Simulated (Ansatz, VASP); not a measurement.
GaAs: VASP beside Ansatz

The input POSCAR:

```
GaAs
1.0
    0.0000000000      2.7197616916      2.9278579823
    2.7197616916      0.0000000000      2.9278579823
    2.7197616916      2.7197616916      0.0000000000
Ga As
1 1
Direct
    0.0000000000      0.0000000000      0.0000000000
    0.2500000000      0.2500000000      0.2500000000
```

Contents of INCAR.step1:

```
SYSTEM = GaAs
ALGO = Normal
EDIFF = 1E-5
ENCUT = 520
GGA = PE
ISIF = 2
ISMEAR = 0
LASPH = .True.
LREAL = .False.
LWAVE = .True.
NBANDS = 16
NELM = 100
PREC = Accurate
SIGMA = 0.01
```

File INCAR.step2:

```
SYSTEM = GaAs
ALGO = Normal
EDIFF = 1E-6
ENCUT = 520
GGA = PE
HFSCREEN = 0.2079
ISIF = 2
ISMEAR = 0
ISTART = 1
LASPH = .True.
LCHARG = .True.
LELF = .True.
LHFCALC = .True.
LREAL = .False.
LVHAR = .True.
LWAVE = .False.
NBANDS = 16
NELM = 100
PREC = Accurate
PRECFOCK = Normal
SIGMA = 0.01
```

The input KPOINTS:

```
k-points
0
Gamma
  6 6 6
  0 0 0
```

Input for Ansatz:

```yaml
crystal:
  lattice:
    - [0.0, 2.7197616916, 2.9278579823]
    - [2.7197616916, 0.0, 2.9278579823]
    - [2.7197616916, 2.7197616916, 0.0]
  atoms:
    - { symbol: Ga, position: [0.0, 0.0, 0.0] }
    - { symbol: As, position: [0.25, 0.25, 0.25] }
kpoints:
  mp_grid: { grid: [6, 6, 6] }
  band_path:
    path:
      - [0.0, 0.0, 0.0]
      - [-0.5, -0.5, 0.0]
      - [-0.375, -0.375, 0.25]
      - [-0.375, 0.0, 0.375]
      - [0.0, 0.0, 0.5]
      - [-0.5, -0.25, 0.25]
    npoints: 1
hamiltonian:
  xc: hse06
scf:
  occupations: { method: fixed }
  n_extra_bands: 4
output:
  forces: true
  stress: true
  eigenvalues: true
```

Change from the starting cell: epitaxial_xy strain -4.0%.

Alike in both runs: task single point; functional HSE06; k mesh 6 × 6 × 6; no spin polarisation.

|  | VASP | Ansatz |
| --- | --- | --- |
| version | VASP 6.6.1 | Ansatz 0.2.0 |
| potentials or method | VASP PAW PBE potentials, release 64 (Ga_d, As) | plane waves, PAW |
| plane-wave cutoff (eV) | 520 | 420 |
| occupations | gaussian, width 0.01 eV | fixed |
| valence electrons in the cell | 18 | 28 |

|  | VASP | Ansatz | Ansatz less VASP |
| --- | --- | --- | --- |
| gap on the k mesh at the Fermi level (eV) | 1.56 | 1.56 | 0.000 |
| pressure (GPa) | 4.4 | 4.6 | +0.16 |
| traceless stress, the component that is largest in VASP (GPa) | -3.88 | -3.86 | +0.022 |

VASP's potentials hold 18 valence electrons a cell and Ansatz's 28, so a difference there can come from the potentials and not from the codes. Ansatz's warnings: stress exchange threshold loose, stress scf threshold loose.
